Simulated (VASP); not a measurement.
Set up this calculation in VASP 6.6.1, as the native input.

```yaml
Task: single point
Functional: LDA
Potentials_or_basis: VASP PAW LDA potentials, release 64 (In_d, Pd)
Cutoff: 520 eV
k_mesh: 9 × 9 × 9
Occupations: methfessel-paxton, width 0.15 eV
Spin: no spin polarisation
Dipole_correction: no
Further_INCAR_settings: ALGO = Normal; EDIFF = 1e-07; NBANDS = 18
```

The structure of InPd lies in POSCAR:

```
InPd
1.0
    3.1821987917      0.0000000000      0.0000000000
    0.0000000000      3.1821987917      0.0000000000
    0.0000000000      0.0000000000      3.1821987917
In Pd
1 1
Direct
    0.0000000000      0.0000000000      0.0000000000
    0.5000000000      0.5000000000      0.5000000000
```

One way to write it, as run:

INCAR

```
SYSTEM = InPd
PREC = Accurate ; ENCUT = 520
EDIFF = 1E-7 ; ISMEAR = 1
SIGMA = 0.15 ; LREAL = .False.
LASPH = .True. ; NELM = 100
ALGO = Normal ; ISIF = 2
LWAVE = .False. ; LCHARG = .False.
NBANDS = 18
```

KPOINTS

```
regular mesh
0
Gamma
  9 9 9
  0 0 0
```

Potentials or basis: VASP PAW LDA potentials, release 64 (In_d, Pd).

Launch:

```bash
$ cat potpaw_LDA.64/In_d/POTCAR potpaw_LDA.64/Pd/POTCAR > POTCAR
$ mpirun -np 1 vasp_std > vasp.out
```

Results of the run:

- Pressure: 5.6 GPa

Wall time 7.8 s on 1 thread of Intel Xeon 6975P-C, on a shared host, peak memory 0.14 GiB.
